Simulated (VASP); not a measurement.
# La (Fm-3m) in VASP: a series of runs

La is run at these levels: PBE; tasks: single point.

All numbers are computed with VASP 6.6.1; they aren't measurements. Logs are shortened: lines on timing, memory, paths and dates and some standing lists are left out, and cuts for length are marked.

## Step 1: The cell of the first run

It takes space group Fm-3m (No. 225, cubic). Conventional cell: a = 5.083 Å, b = 5.083 Å, c = 5.083 Å, α = 90.00°, β = 90.00°, γ = 90.00°. La (site symmetry m-3m) has 12 La at 3.59 Å within 4.7 Å.

## Step 2: Single point, PBE (volume scaled by 0.88)

INCAR

```
SYSTEM = La
  PREC = Accurate
  ENCUT = 500
  EDIFF = 1E-6
  ISMEAR = -1
  SIGMA = 0.1
  LREAL = .False.
  LASPH = .True.
  NELM = 200
  ALGO = Normal
  ISIF = 2
  LWAVE = .False.
  LCHARG = .False.
  GGA = PE
  NBANDS = 12
  GGA_COMPAT = .False.
  LMAXMIX = 6
```

KPOINTS

```
regular mesh
0
Gamma
  12 12 12
  0 0 0
```

POSCAR

```
La
1.0
    0.0000000000      2.5417291912      2.5417291912
    2.5417291912      0.0000000000      2.5417291912
    2.5417291912      2.5417291912      0.0000000000
La
1
Direct
    0.0000000000      0.0000000000      0.0000000000
```

Potentials or basis: VASP PAW PBE potentials, release 64 (La).

Run with:

```sh
cat potpaw_PBE.64/La/POTCAR > POTCAR
mpirun -np 1 vasp_std > vasp.out
```

OUTCAR:

```text
SYSTEM = La
   PREC = Accurate
   ENCUT = 500
   EDIFF = 1E-6
   ISMEAR = -1
   LREAL = .False.
   LASPH = .True.
   NELM = 200
   ISIF = 2
   GGA = PE

 ion  position               nearest neighbor table
   1  0.000  0.000  0.000-

  LATTYP: Found a face centered cubic cell.
 ALAT       =     5.0834583824

  Lattice vectors:

 A1 = (   0.0000000000,   2.5417291912,   2.5417291912)
 A2 = (   2.5417291912,   0.0000000000,   2.5417291912)
 A3 = (   2.5417291912,   2.5417291912,   0.0000000000)

Analysis of symmetry for initial positions (statically):
=====================================================================
 Subroutine PRICEL returns:
 Original cell was already a primitive cell.

 Routine SETGRP: Setting up the symmetry group for a
 face centered cubic supercell.

 Subroutine GETGRP returns: Found 48 space group operations
 (whereof 48 operations were pure point group operations)
 out of a pool of 48 trial point group operations.

The static configuration has the point symmetry O_h .

Analysis of symmetry for dynamics (positions and initial velocities):
=====================================================================
 Subroutine PRICEL returns:
 Original cell was already a primitive cell.

 Routine SETGRP: Setting up the symmetry group for a
 face centered cubic supercell.

 Subroutine GETGRP returns: Found 48 space group operations
 (whereof 48 operations were pure point group operations)
 out of a pool of 48 trial point group operations.

The dynamic configuration has the point symmetry O_h .

 Subroutine INISYM returns: Found 48 space group operations
 (whereof 48 operations are pure point group operations),
 and found     1 'primitive' translations

----------------------------------------------------------------------------------------

                                     Primitive cell

  volume of cell :      32.8411

  direct lattice vectors                    reciprocal lattice vectors
     0.000000000  2.541729191  2.541729191    -0.196716472  0.196716472  0.196716472
     2.541729191  0.000000000  2.541729191     0.196716472 -0.196716472  0.196716472
     2.541729191  2.541729191  0.000000000     0.196716472  0.196716472 -0.196716472

  length of vectors
     3.594547894  3.594547894  3.594547894     0.340722925  0.340722925  0.340722925

  position of ions in fractional coordinates (direct lattice)
     0.000000000  0.000000000  0.000000000

  ion indices of the primitive-cell ions
   primitive index   ion index
                 1           1

----------------------------------------------------------------------------------------

 KPOINTS: regular mesh

Automatic generation of k-mesh.
 Grid dimensions read from file:
 generate k-points for:   12   12   12

 Generating k-lattice:

  Cartesian coordinates                     Fractional coordinates (reciprocal lattice)
    -0.016393039  0.016393039  0.016393039     0.083333333  0.000000000  0.000000000
     0.016393039 -0.016393039  0.016393039     0.000000000  0.083333333  0.000000000
     0.016393039  0.016393039 -0.016393039     0.000000000  0.000000000  0.083333333

  Length of vectors
     0.028393577  0.028393577  0.028393577

  Shift w.r.t. Gamma in fractional coordinates (k-lattice)
     0.000000000  0.000000000  0.000000000

 Subroutine IBZKPT returns following result:
 ===========================================

 Found     72 irreducible k-points:

 Following reciprocal coordinates:
            Coordinates               Weight
  0.000000  0.000000  0.000000      1.000000
  0.083333  0.000000  0.000000      8.000000
  0.166667  0.000000  0.000000      8.000000
  0.250000  0.000000  0.000000      8.000000
  0.333333  0.000000  0.000000      8.000000
  0.416667  0.000000  0.000000      8.000000
[... 16 lines left out ...]
  0.500000  0.166667  0.000000     24.000000
 -0.416667  0.166667  0.000000     24.000000
 [... further k-points ...]
   k-points           NKPTS =     72   k-points in BZ     NKDIM =     72   number of bands    NBANDS=     12
   number of dos      NEDOS =    301   number of ions     NIONS =      1
   total plane-waves  NPLWV =  21952
   dimension x,y,z NGX =    28 NGY =   28 NGZ =   28
   dimension x,y,z NGXF=    56 NGYF=   56 NGZF=   56
   ions per type =               1
   NGX,Y,Z   is equivalent  to a cutoff of  12.95, 12.95, 12.95 a.u.
   NGXF,Y,Z  is equivalent  to a cutoff of  25.90, 25.90, 25.90 a.u.
 SYSTEM =  La
   PREC   = accura    normal or accurate (medium, high low for compatibility)
   ISTART =      0    job   : 0-new  1-cont  2-samecut
   ICHARG =      2    charge: 1-file 2-atom 10-const
   ISPIN  =      1    spin polarized calculation?
   LNONCOLLINEAR =      F non collinear calculations
   LSORBIT =      F    spin-orbit coupling
   LASPH  =      T    aspherical Exc in radial PAW
   ENCUT  =  500.0 eV  36.75 Ry    6.06 a.u.   6.55  6.55  6.55*2*pi/ulx,y,z
   NELM   =    200;   NELMIN=  2; NELMDL= -5     # of ELM steps
   EDIFF  = 0.1E-05   stopping-criterion for ELM
   LREAL  =      F    real-space projection
   EDIFFG = 0.1E-04   stopping-criterion for IOM
   NSW    =      0    number of steps for IOM
   IBRION =     -1    ionic relax: 0-MD 1-quasi-New 2-CG
   NFREE  =      0    steps in history (QN), initial steepest desc. (CG)
   ISIF   =      2    stress and relaxation
   ISYM   =      2    0-nonsym 1-usesym 2-fastsym
   POTIM  = 0.5000    time-step for ionic-motion
   TEBEG  =    0.0;   TEEND  =   0.0 temperature during run
   PSTRESS=    0.0 pullay stress
   NELECT =      11.0000    total number of electrons
   NUPDOWN=      -1.0000    fix difference up-down
   EMIN   =  10.00;   EMAX   =-10.00  energy-range for DOS
   EFERMI =   0.00;   METHOD = LEGACY
   ISMEAR =    -1;   SIGMA  =   0.10  broadening in eV -4-tet -1-fermi 0-gaus
   EFERMI_NEDOS =   21; number of points for ismear=-14 and -15
   IALGO  =     38    algorithm
   IMIX   =      4    mixing-type and parameters
     AMIX     =   0.40;   BMIX     =  1.00
     AMIX_MAG =   1.60;   BMIX_MAG =  1.00
  volume/ion in A,a.u.               =      32.84       221.62
  Fermi-wavevector in a.u.,A,eV,Ry     =   1.136928  2.148483 17.586975  1.292606
  Thomas-Fermi vector in A             =   2.273633
   LORBIT       =      0    0 simple, 1 ext, 2 COOP (PROOUT), +10 PAW based schemes
   GGA     = PE    functional components
   LHFCALC =     F    Hartree Fock is set to
   AEXX    =    0.0000 exact exchange contribution
   IVDW    =     0    specifies the selected vdW correction
   LEPSILON=     F    determine dielectric tensor
   LRPA    =     F    only Hartree local field effects (RPA)
 non-spin polarized calculation
  energy-cutoff  :      500.00
  volume of cell :       32.84
 maximum number of plane-waves:       869
 NGX is ok and might be reduce to    28
   NGX = 13   NGY = 13   NGZ = 13

 number of electron      11.0000000 magnetization

 Free energy of the ion-electron system (eV)
  ---------------------------------------------------
  ext. energy  EPLUGINS =         0.00000000
  ---------------------------------------------------
  free energy    TOTEN  =        -4.86942322 eV

  energy without entropy =       -4.81640136  energy(sigma->0) =       -4.84291229

 E-fermi :   9.0924     XC(G=0): -10.0708

 val. band max:        9.0397692568   @ k =  -0.1667   0.2500   0.0833
 cond. band min:       9.0933872123   @ k =  -0.3333   0.4167   0.1667
 fundamental gap:      0.0536179555
 Fermi energy:         9.0923664773

 k-point     1 :       0.0000    0.0000    0.0000
  band No.  band energies     occupation
      1     -23.6171      2.00000
      2      -6.3232      2.00000
      3      -6.3232      2.00000
      4      -6.3232      2.00000
      5       6.0783      2.00000
      6      10.4992      0.00000
      7      10.6841      0.00000
      8      10.6841      0.00000
      9      10.6841      0.00000
     10      11.1490      0.00000
     11      11.1490      0.00000
     12      11.1490      0.00000

 k-point     2 :       0.0833    0.0000    0.0000
  band No.  band energies     occupation
      1     -23.5968      2.00000
      2      -6.4762      2.00000
      3      -6.3404      2.00000
      4      -6.3404      2.00000
      5       6.3229      2.00000
      6      10.0353      0.00016
      7      10.7205      0.00000
      8      10.7205      0.00000
      9      11.0221      0.00000
     10      11.1466      0.00000
     11      11.1466      0.00000
     12      11.1983      0.00000

 k-point     3 :       0.1667    0.0000    0.0000
  band No.  band energies     occupation
      1     -23.5408      2.00000
      2      -6.8732      2.00000
      3      -6.3870      2.00000
      4      -6.3870      2.00000
      5       6.9165      2.00000
      6       9.6419      0.00818
      7      10.7692      0.00000
      8      10.7692      0.00000
      9      10.9748      0.00000
     10      11.1462      0.00000
     11      11.1462      0.00000
     12      11.5314      0.00000
[... 286 lines left out ...]
 k-point    23 :       0.5000    0.1667    0.0000
  band No.  band energies     occupation
      1     -23.2752      2.00000
      2      -8.0920      2.00000
      3      -6.8933      2.00000
      4      -6.6882      2.00000
      5       7.9280      1.99998
      6       9.2317      0.39760
      7      10.6392      0.00000
      8      10.8624      0.00000
      9      11.2381      0.00000
     10      11.2761      0.00000
     11      11.4616      0.00000
     12      11.7288      0.00000

 k-point    24 :      -0.4167    0.1667    0.0000
  band No.  band energies     occupation
      1     -23.2696      2.00000
      2      -8.1097      2.00000
      3      -6.9606      2.00000
      4      -6.6451      2.00000
      5       8.0220      1.99996
      6       9.2181      0.44275
      7      10.7836      0.00000
      8      11.0098      0.00000
      9      11.1341      0.00000
     10      11.1897      0.00000
     11      11.4706      0.00000
     12      11.7528      0.00000

 [... further k-points ...]

------------------------ aborting loop because EDIFF is reached ----------------------------------------

  FORCE on cell =-STRESS in cart. coord.  units (eV):
  Direction    XX          YY          ZZ          XY          YZ          ZX
  --------------------------------------------------------------------------------------
  -------------------------------------------------------------------------------------
  Total        0.7316479      0.7316479      0.7316479      0.0000000     -0.0000000      0.0000000
  in kB       35.6939732     35.6939732     35.6939732      0.0000000     -0.0000000      0.0000000
  external PRESSURE =      35.6939732 kB  Pullay stress =       0.0000000 kB

 VOLUME and BASIS-vectors are now :
 -----------------------------------------------------------------------------
  energy-cutoff  :      500.00
  volume of cell :       32.84
      direct lattice vectors                 reciprocal lattice vectors
     0.000000000  2.541729191  2.541729191    -0.196716472  0.196716472  0.196716472
     2.541729191  0.000000000  2.541729191     0.196716472 -0.196716472  0.196716472
     2.541729191  2.541729191  0.000000000     0.196716472  0.196716472 -0.196716472

 POSITION                                       TOTAL-FORCE (eV/Angst)
 -----------------------------------------------------------------------------------
      0.00000      0.00000      0.00000        -0.000000      0.000000     -0.000000
 -----------------------------------------------------------------------------------
    total drift:                                0.000000      0.000000      0.000000

  FREE ENERGIE OF THE ION-ELECTRON SYSTEM (eV)
  ---------------------------------------------------
  free  energy   TOTEN  =        -4.8694232176 eV

  energy  without entropy=       -4.8164013552  energy(sigma->0) =       -4.84291229
```

It took 45 s on 1 thread of Intel Xeon 8259CL, shared host; peak memory 0.19 GiB.

What came out:

* Free energy: -4.8694 eV
* Pressure: 3.6 GPa

Caveat: spin-orbit coupling is left out, which moves the levels of the heavy elements.

[end of part 1 of 2]
